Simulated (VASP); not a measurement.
# Ba (I4/mmm) in VASP: further runs, part 2 of 2

VASP 6.6.1. Earlier steps stand in the parts before.

### Step 3. Single point, PBE (strain +0.000 along x and y, -0.050 along z)

Contents of INCAR:

```
SYSTEM = Ba
  PREC = Accurate
  ENCUT = 520
  EDIFF = 1E-6
  ISMEAR = 0
  SIGMA = 0.15
  LREAL = .FALSE.
  LASPH = .TRUE.
  NELM = 100
  ALGO = Fast
  ISIF = 2
  LWAVE = .FALSE.
  LCHARG = .FALSE.
  GGA = PE
  NBANDS = 11
```

Contents of KPOINTS:

```
Automatic mesh
0
G
  14 14 14
  0 0 0
```

Contents of POSCAR:

```
Ba
1.0
   -2.5000000000      2.5000000000      2.3750000000
    2.5000000000     -2.5000000000      2.3750000000
    2.5000000000      2.5000000000     -2.3750000000
Ba
1
Direct
    0.0000000000      0.0000000000      0.0000000000
```

Potentials or basis: VASP PAW PBE potentials, release 64 (Ba_sv).

The run is started by

```bash
$ cat potpaw_PBE.64/Ba_sv/POTCAR > POTCAR
$ mpirun -np 1 vasp_std > vasp.out
```

OUTCAR:

```text
SYSTEM = Ba
   PREC = Accurate
   ENCUT = 520
   EDIFF = 1E-6
   ISMEAR = 0
   LREAL = .FALSE.
   LASPH = .TRUE.
   NELM = 100
   ISIF = 2
   GGA = PE

 ion  position               nearest neighbor table
   1  0.000  0.000  0.000-

  LATTYP: Found a body centered tetragonal cell.
 ALAT       =     5.0000000000
 C/A-ratio  =     0.9500000000

  Lattice vectors:

 A1 = (  -2.5000000000,   2.5000000000,   2.3750000000)
 A2 = (   2.5000000000,  -2.5000000000,   2.3750000000)
 A3 = (   2.5000000000,   2.5000000000,  -2.3750000000)

Analysis of symmetry for initial positions (statically):
=====================================================================
 Subroutine PRICEL returns:
 Original cell was already a primitive cell.

 Routine SETGRP: Setting up the symmetry group for a
 body centered tetragonal supercell.

 Subroutine GETGRP returns: Found 16 space group operations
 (whereof 16 operations were pure point group operations)
 out of a pool of 16 trial point group operations.

The static configuration has the point symmetry D_4h.

Analysis of symmetry for dynamics (positions and initial velocities):
=====================================================================
 Subroutine PRICEL returns:
 Original cell was already a primitive cell.

 Routine SETGRP: Setting up the symmetry group for a
 body centered tetragonal supercell.

 Subroutine GETGRP returns: Found 16 space group operations
 (whereof 16 operations were pure point group operations)
 out of a pool of 16 trial point group operations.

The dynamic configuration has the point symmetry D_4h.

 Subroutine INISYM returns: Found 16 space group operations
 (whereof 16 operations are pure point group operations),
 and found     1 'primitive' translations

----------------------------------------------------------------------------------------

                                     Primitive cell

  volume of cell :      59.3750

  direct lattice vectors                    reciprocal lattice vectors
    -2.500000000  2.500000000  2.375000000     0.000000000  0.200000000  0.210526316
     2.500000000 -2.500000000  2.375000000     0.200000000  0.000000000  0.210526316
     2.500000000  2.500000000 -2.375000000     0.200000000  0.200000000  0.000000000

  length of vectors
     4.259181259  4.259181259  4.259181259     0.290381352  0.290381352  0.282842712

  position of ions in fractional coordinates (direct lattice)
     0.000000000  0.000000000  0.000000000

  ion indices of the primitive-cell ions
   primitive index   ion index
                 1           1

----------------------------------------------------------------------------------------

 KPOINTS: Automatic mesh

Automatic generation of k-mesh.
 Grid dimensions read from file:
 generate k-points for:   14   14   14

 Generating k-lattice:

  Cartesian coordinates                     Fractional coordinates (reciprocal lattice)
     0.000000000  0.014285714  0.015037594     0.071428571  0.000000000  0.000000000
     0.014285714  0.000000000  0.015037594     0.000000000  0.071428571  0.000000000
     0.014285714  0.014285714  0.000000000     0.000000000  0.000000000  0.071428571

  Length of vectors
     0.020741525  0.020741525  0.020203051

  Shift w.r.t. Gamma in fractional coordinates (k-lattice)
     0.000000000  0.000000000  0.000000000

 Subroutine IBZKPT returns following result:
 ===========================================

 Found    244 irreducible k-points:

 Following reciprocal coordinates:
            Coordinates               Weight
  0.000000  0.000000  0.000000      1.000000
  0.071429  0.000000  0.000000      8.000000
  0.142857  0.000000  0.000000      8.000000
  0.214286  0.000000 -0.000000      8.000000
  0.285714 -0.000000  0.000000      8.000000
  0.357143  0.000000  0.000000      8.000000
[... 16 lines left out ...]
  0.214286  0.142857 -0.000000     16.000000
  0.285714  0.142857 -0.000000     16.000000
 [... further k-points ...]
   k-points           NKPTS =    244   k-points in BZ     NKDIM =    244   number of bands    NBANDS=     11
   number of dos      NEDOS =    301   number of ions     NIONS =      1
   total plane-waves  NPLWV =  32768
   dimension x,y,z NGX =    32 NGY =   32 NGZ =   32
   dimension x,y,z NGXF=    64 NGYF=   64 NGZF=   64
   ions per type =               1
   NGX,Y,Z   is equivalent  to a cutoff of  12.49, 12.49, 12.49 a.u.
   NGXF,Y,Z  is equivalent  to a cutoff of  24.98, 24.98, 24.98 a.u.
 SYSTEM =  Ba
   PREC   = accura    normal or accurate (medium, high low for compatibility)
   ISTART =      0    job   : 0-new  1-cont  2-samecut
   ICHARG =      2    charge: 1-file 2-atom 10-const
   ISPIN  =      1    spin polarized calculation?
   LNONCOLLINEAR =      F non collinear calculations
   LSORBIT =      F    spin-orbit coupling
   LASPH  =      T    aspherical Exc in radial PAW
   ENCUT  =  520.0 eV  38.22 Ry    6.18 a.u.   7.92  7.92  7.92*2*pi/ulx,y,z
   NELM   =    100;   NELMIN=  2; NELMDL= -5     # of ELM steps
   EDIFF  = 0.1E-05   stopping-criterion for ELM
   LREAL  =      F    real-space projection
   EDIFFG = 0.1E-04   stopping-criterion for IOM
   NSW    =      0    number of steps for IOM
   IBRION =     -1    ionic relax: 0-MD 1-quasi-New 2-CG
   NFREE  =      0    steps in history (QN), initial steepest desc. (CG)
   ISIF   =      2    stress and relaxation
   ISYM   =      2    0-nonsym 1-usesym 2-fastsym
   POTIM  = 0.5000    time-step for ionic-motion
   TEBEG  =    0.0;   TEEND  =   0.0 temperature during run
   PSTRESS=    0.0 pullay stress
   NELECT =      10.0000    total number of electrons
   NUPDOWN=      -1.0000    fix difference up-down
   EMIN   =  10.00;   EMAX   =-10.00  energy-range for DOS
   EFERMI =   0.00;   METHOD = LEGACY
   ISMEAR =     0;   SIGMA  =   0.15  broadening in eV -4-tet -1-fermi 0-gaus
   EFERMI_NEDOS =   21; number of points for ismear=-14 and -15
   IALGO  =     68    algorithm
   IMIX   =      4    mixing-type and parameters
     AMIX     =   0.40;   BMIX     =  1.00
     AMIX_MAG =   1.60;   BMIX_MAG =  1.00
  volume/ion in A,a.u.               =      59.38       400.68
  Fermi-wavevector in a.u.,A,eV,Ry     =   0.904080  1.708464 11.120872  0.817361
  Thomas-Fermi vector in A             =   2.027484
   LORBIT       =      0    0 simple, 1 ext, 2 COOP (PROOUT), +10 PAW based schemes
   GGA     = PE    functional components
   LHFCALC =     F    Hartree Fock is set to
   AEXX    =    0.0000 exact exchange contribution
   IVDW    =     0    specifies the selected vdW correction
   LEPSILON=     F    determine dielectric tensor
   LRPA    =     F    only Hartree local field effects (RPA)
 non-spin polarized calculation
 RMM-DIIS sequential band-by-band and
 Gauss-broadening in eV      SIGMA  =   0.15
  energy-cutoff  :      520.00
  volume of cell :       59.38
 maximum number of plane-waves:      1620
   NGX = 15   NGY = 15   NGZ = 15

 number of electron      10.0000000 magnetization

 Free energy of the ion-electron system (eV)
  ---------------------------------------------------
  ext. energy  EPLUGINS =         0.00000000
  ---------------------------------------------------
  free energy    TOTEN  =        -1.90429117 eV

  energy without entropy =       -1.89067149  energy(sigma->0) =       -1.89748133

 E-fermi :   1.8459     XC(G=0):  -7.6002

 val. band max:        1.8435358853   @ k =   0.3571   0.2857   0.0000
 cond. band min:       1.8628775180   @ k =  -0.3571   0.5000   0.2143
 fundamental gap:      0.0193416327
 Fermi energy:         1.8459013214

 k-point     1 :       0.0000    0.0000    0.0000
  band No.  band energies     occupation
      1     -26.9391      2.00000
      2     -11.8524      2.00000
      3     -11.8524      2.00000
      4     -11.8494      2.00000
      5      -0.9286      2.00000
      6       3.5327      0.00000
      7       3.8689      0.00000
      8       3.8689      0.00000
      9       4.9699      0.00000
     10       5.4664      0.00000
     11       8.8273      0.00000
[... 309 lines left out ...]
 k-point    24 :       0.2857    0.1429   -0.0000
  band No.  band energies     occupation
      1     -26.8888      2.00000
      2     -12.3051      2.00000
      3     -12.0213      2.00000
      4     -11.9010      2.00000
      5       1.0304      2.00000
      6       2.5358      0.00000
      7       2.8039      0.00000
      8       4.9465      0.00000
      9       6.0109      0.00000
     10       6.3542      0.00000
     11       8.7645      0.00000

 [... further k-points ...]

------------------------ aborting loop because EDIFF is reached ----------------------------------------

  FORCE on cell =-STRESS in cart. coord.  units (eV):
  Direction    XX          YY          ZZ          XY          YZ          ZX
  --------------------------------------------------------------------------------------
  -------------------------------------------------------------------------------------
  Total        0.2126103      0.2126103      0.3319469      0.0000000      0.0000000      0.0000000
  in kB        5.7370840      5.7370840      8.9572682      0.0000000      0.0000000      0.0000000
  external PRESSURE =       6.8104787 kB  Pullay stress =       0.0000000 kB

 VOLUME and BASIS-vectors are now :
 -----------------------------------------------------------------------------
  energy-cutoff  :      520.00
  volume of cell :       59.38
      direct lattice vectors                 reciprocal lattice vectors
    -2.500000000  2.500000000  2.375000000     0.000000000  0.200000000  0.210526316
     2.500000000 -2.500000000  2.375000000     0.200000000  0.000000000  0.210526316
     2.500000000  2.500000000 -2.375000000     0.200000000  0.200000000  0.000000000

 POSITION                                       TOTAL-FORCE (eV/Angst)
 -----------------------------------------------------------------------------------
      0.00000      0.00000      0.00000         0.000000      0.000000      0.000000
 -----------------------------------------------------------------------------------
    total drift:                               -0.000000      0.000000      0.000000

  FREE ENERGIE OF THE ION-ELECTRON SYSTEM (eV)
  ---------------------------------------------------
  free  energy   TOTEN  =        -1.9042911683 eV

  energy  without entropy=       -1.8906714908  energy(sigma->0) =       -1.89748133
```

OSZICAR:

```text
N       E                     dE             d eps       ncg     rms          rms(c)
DAV:   1     0.544985288348E+02    0.54499E+02   -0.42815E+03  5368   0.753E+02
DAV:   2     0.714009834231E+00   -0.53785E+02   -0.52319E+02  6461   0.138E+02
DAV:   3    -0.183337091854E+01   -0.25474E+01   -0.25318E+01  6880   0.308E+01
DAV:   4    -0.190343640242E+01   -0.70065E-01   -0.69936E-01  6951   0.478E+00
DAV:   5    -0.190569784228E+01   -0.22614E-02   -0.22611E-02  7219   0.675E-01    0.175E+00
RMM:   6    -0.190422440986E+01    0.14734E-02   -0.31204E-03  5760   0.567E-01    0.104E+00
RMM:   7    -0.190392748098E+01    0.29693E-03   -0.82320E-03  6172   0.100E+00    0.427E-02
RMM:   8    -0.190425478026E+01   -0.32730E-03   -0.15928E-03  7418   0.247E-01    0.208E-02
RMM:   9    -0.190428570883E+01   -0.30929E-04   -0.23037E-04  8116   0.650E-02    0.122E-02
RMM:  10    -0.190429061967E+01   -0.49108E-05   -0.41686E-05  7921   0.434E-02    0.552E-03
RMM:  11    -0.190429116827E+01   -0.54860E-06   -0.90364E-06  7357   0.141E-02
   1 F= -.19042912E+01 E0= -.18974813E+01  d E =-.136197E-01
```

stdout:

```text
POSCAR found type information on POSCAR Ba
 POSCAR found :  1 types and       1 ions
 scaLAPACK will be used
 LDA part: xc-table for (Slater+PW92), standard interpolation
 POSCAR, INCAR and KPOINTS ok, starting setup
 FFT: planning ... GRIDC
 FFT: planning ... GRID_SOFT
 FFT: planning ... GRID
 WAVECAR not read
 entering main loop
WARNING in EDDRMM: call to ZHEGV failed, returncode =   6  3      7
```

Wall time 34 s (1 thread of Intel Xeon 6975P-C (Granite Rapids), shared host); peak memory 0.29 GiB.

What came out:

* Free energy: -1.9043 eV
* Pressure: 0.7 GPa
* Band gap on the k mesh: zero (band 5 reaches 2.34 eV, above the bottom of band 6 at 1.26 eV)

Stress tensor (GPa, compression positive):
```
0.57 0.00 0.00
0.00 0.57 0.00
0.00 0.00 0.90
```

Caveat: the cell differs from its parent crystal (strain +0.000 along x and y, -0.050 along z); spin-orbit coupling is left out, which moves the levels of the heavy elements.

### Step 4. Single point, PBE (strain -0.025 along x and y, +0.050 along z)

Contents of INCAR:

```
PREC = Accurate ; ENCUT = 520
EDIFF = 1E-7 ; ISMEAR = 0
SIGMA = 0.15 ; LREAL = False
LASPH = True ; NELM = 80
ALGO = Fast ; ISIF = 2
LWAVE = False ; LCHARG = False
GGA = PE ; NBANDS = 11
```

Contents of KPOINTS:

```
Automatic mesh
0
Gamma
  14 14 14
```

Contents of POSCAR:

```
Ba
1.0
   -2.4375000000      2.4375000000      2.6250000000
    2.4375000000     -2.4375000000      2.6250000000
    2.4375000000      2.4375000000     -2.6250000000
Ba
1
Direct
    0.0000000000      0.0000000000      0.0000000000
```

Potentials or basis: VASP PAW PBE potentials, release 64 (Ba_sv).

The run is started by

```bash
$ cat potpaw_PBE.64/Ba_sv/POTCAR > POTCAR
$ mpirun -np 1 vasp_std > vasp.out
```

OUTCAR:

```text
PREC = Accurate
   ENCUT = 520
   EDIFF = 1E-7
   ISMEAR = 0
   LREAL = False
   LASPH = True
   NELM = 80
   ISIF = 2
   GGA = PE

 ion  position               nearest neighbor table
   1  0.000  0.000  0.000-

  LATTYP: Found a body centered tetragonal cell.
 ALAT       =     4.8750000000
 C/A-ratio  =     1.0769230769

  Lattice vectors:

 A1 = (  -2.4375000000,   2.4375000000,   2.6250000000)
 A2 = (   2.4375000000,  -2.4375000000,   2.6250000000)
 A3 = (   2.4375000000,   2.4375000000,  -2.6250000000)
[... 506 lines left out ...]
      2     -12.5117      2.00000
      3     -12.2732      2.00000
      4     -12.1567      2.00000
      5       0.7734      2.00000
      6       2.4061      0.00000
      7       2.6788      0.00000
      8       4.6264      0.00000
      9       5.1055      0.00000
     10       6.1805      0.00000
     11       8.1018      0.00000

 [... further k-points ...]
[... 5 lines left out ...]
  --------------------------------------------------------------------------------------
  -------------------------------------------------------------------------------------
  Total        0.1118801      0.1118801      0.0084361      0.0000000      0.0000000      0.0000000
  in kB        2.8733249      2.8733249      0.2166565      0.0000000      0.0000000      0.0000000
  external PRESSURE =       1.9877688 kB  Pullay stress =       0.0000000 kB

 VOLUME and BASIS-vectors are now :
 -----------------------------------------------------------------------------
  energy-cutoff  :      520.00
  volume of cell :       62.38
      direct lattice vectors                 reciprocal lattice vectors
    -2.437500000  2.437500000  2.625000000     0.000000000  0.205128205  0.190476190
     2.437500000 -2.437500000  2.625000000     0.205128205  0.000000000  0.190476190
     2.437500000  2.437500000 -2.625000000     0.205128205  0.205128205  0.000000000

 POSITION                                       TOTAL-FORCE (eV/Angst)
 -----------------------------------------------------------------------------------
      0.00000      0.00000      0.00000        -0.000000      0.000000      0.000000
 -----------------------------------------------------------------------------------
    total drift:                                0.000000      0.000000      0.000000

  FREE ENERGIE OF THE ION-ELECTRON SYSTEM (eV)
  ---------------------------------------------------
  free  energy   TOTEN  =        -1.9113410547 eV

  energy  without entropy=       -1.8974243611  energy(sigma->0) =       -1.90438271
```

OSZICAR:

```text
N       E                     dE             d eps       ncg     rms          rms(c)
DAV:   1     0.541866452266E+02    0.54187E+02   -0.42882E+03  5376   0.753E+02
DAV:   2     0.801104962340E+00   -0.53386E+02   -0.51988E+02  6407   0.136E+02
DAV:   3    -0.182868016141E+01   -0.26298E+01   -0.26129E+01  6790   0.312E+01
DAV:   4    -0.190895711763E+01   -0.80277E-01   -0.80123E-01  7148   0.512E+00
DAV:   5    -0.191146569355E+01   -0.25086E-02   -0.25083E-02  7112   0.701E-01    0.164E+00
RMM:   6    -0.191081703986E+01    0.64865E-03   -0.28739E-03  5684   0.547E-01    0.984E-01
RMM:   7    -0.191103932697E+01   -0.22229E-03   -0.76200E-03  6035   0.983E-01    0.439E-02
RMM:   8    -0.191130442300E+01   -0.26510E-03   -0.11494E-03  7370   0.216E-01    0.195E-02
RMM:   9    -0.191133547465E+01   -0.31052E-04   -0.20640E-04  8041   0.592E-02    0.108E-02
RMM:  10    -0.191134026060E+01   -0.47860E-05   -0.34202E-05  7948   0.355E-02    0.493E-03
RMM:  11    -0.191134096569E+01   -0.70508E-06   -0.69387E-06  8498   0.112E-02    0.298E-03
RMM:  12    -0.191134104325E+01   -0.77558E-07   -0.15966E-06  8092   0.112E-02    0.218E-03
RMM:  13    -0.191134105468E+01   -0.11436E-07   -0.50983E-07  6580   0.396E-03
   1 F= -.19113411E+01 E0= -.19043827E+01  d E =-.139167E-01
```

It took 41 s on 1 thread of Intel Xeon 6975P-C (Granite Rapids), shared host; peak memory 0.29 GiB.

What came out:

* Free energy: -1.9113 eV
* Pressure: 0.2 GPa
* Band gap on the k mesh: zero (band 5 reaches 2.09 eV, above the bottom of band 6 at 1.19 eV)

Stress tensor (GPa, compression positive):
```
0.29 0.00 0.00
0.00 0.29 0.00
0.00 0.00 0.02
```

Caveat: the cell differs from its parent crystal (strain -0.025 along x and y, +0.050 along z); spin-orbit coupling is left out, which moves the levels of the heavy elements.

### Step 5. Single point, PBE (strain +0.000 along x and y, +0.050 along z)

Contents of INCAR:

```
SYSTEM = Ba
PREC     = Accurate       ! precision mode
ENCUT    = 520            ! plane-wave cutoff, eV
EDIFF    = 1E-6           ! SCF threshold, eV
ISMEAR   = 0              ! smearing method
SIGMA    = 0.15           ! smearing width, eV
LREAL    = .FALSE.        ! projectors in reciprocal space
LASPH    = .TRUE.         ! aspherical terms in the spheres
NELM     = 80             ! most SCF steps
ALGO     = Fast           ! electronic algorithm
ISIF     = 2              ! what is computed and relaxed
LWAVE    = .FALSE.        ! write WAVECAR
LCHARG   = .TRUE.         ! write CHGCAR
GGA      = PE             ! functional
LELF     = .TRUE.         ! ELF
LVHAR    = .TRUE.       
NBANDS   = 11             ! bands
```

Contents of KPOINTS:

```
regular mesh
0
G
  14 14 14
  0 0 0
```

Contents of POSCAR:

```
Ba
1.0
   -2.5000000000      2.5000000000      2.6250000000
    2.5000000000     -2.5000000000      2.6250000000
    2.5000000000      2.5000000000     -2.6250000000
Ba
1
Direct
    0.0000000000      0.0000000000      0.0000000000
```

The run is started by

```bash
$ cat potpaw_PBE.64/Ba_sv/POTCAR > POTCAR
$ mpirun -np 1 vasp_std > vasp.out
```

Wall time 54 s (1 thread of Intel Xeon 6975P-C (Granite Rapids), shared host); peak memory 0.33 GiB.

The run converged. Its results:

| Property | Result |
| --- | --- |
| Free energy | -1.9122 eV |
| Pressure | -0.2 GPa |
| Band gap on the k mesh | zero (band 5 reaches 1.93 eV, above the bottom of band 6 at 1.07 eV) |

Stress tensor (GPa, compression positive):
```
-0.19  0.00  0.00
 0.00 -0.19  0.00
 0.00  0.00 -0.36
```

Levels at points of the mesh, in eV from the Fermi level:
```csv
k point,band 3,band 4,band 5,band 6,band 7,band 8
"(0.00, 0.00, 0.00)",-13.93,-13.93,-2.73,1.70,1.70,1.97
"(0.50, 0.00, 0.00)",-14.05,-13.93,-0.88,0.80,1.09,2.90
"(0.50, 0.50, 0.00)",-14.07,-13.94,-0.85,0.51,1.23,3.33
"(0.50, 0.50, 0.50)",-14.19,-14.19,-0.53,-0.45,3.81,4.34
```

Caveat: the cell differs from its parent crystal (strain +0.000 along x and y, +0.050 along z); spin-orbit coupling is left out, which moves the levels of the heavy elements.

### Step 6. Overview

```csv
cell,further INCAR settings,gap on the mesh (eV),pressure (GPa)
"a = 4.263 Å, angles 112.3, 112.3, 104.0°, 1 atom",ALGO = Fast; EDIFF = 1e-06; NBANDS = 11,none,0.7
"a = 4.259 Å, angles 108.1, 108.1, 112.2°, 1 atom",ALGO = Fast; EDIFF = 1e-06; NBANDS = 11,none,0.7
"a = 4.333 Å, angles 111.5, 111.5, 105.4°, 1 atom",ALGO = Fast; EDIFF = 1e-07; NBANDS = 11,none,0.2
"a = 4.403 Å, angles 110.8, 110.8, 106.8°, 1 atom",ALGO = Fast; EDIFF = 1e-06; NBANDS = 11,none,-0.2
```

Alike in all rows: task single point; level PBE; potentials or basis VASP PAW PBE potentials, release 64 (Ba_sv); no spin polarisation; k mesh 14 × 14 × 14; cutoff (eV) 520; smearing gaussian 0.15 eV.

Caveats: spin-orbit coupling is left out, which moves the levels of the heavy elements.

Absolute energies hang on the potentials; compare differences alone.
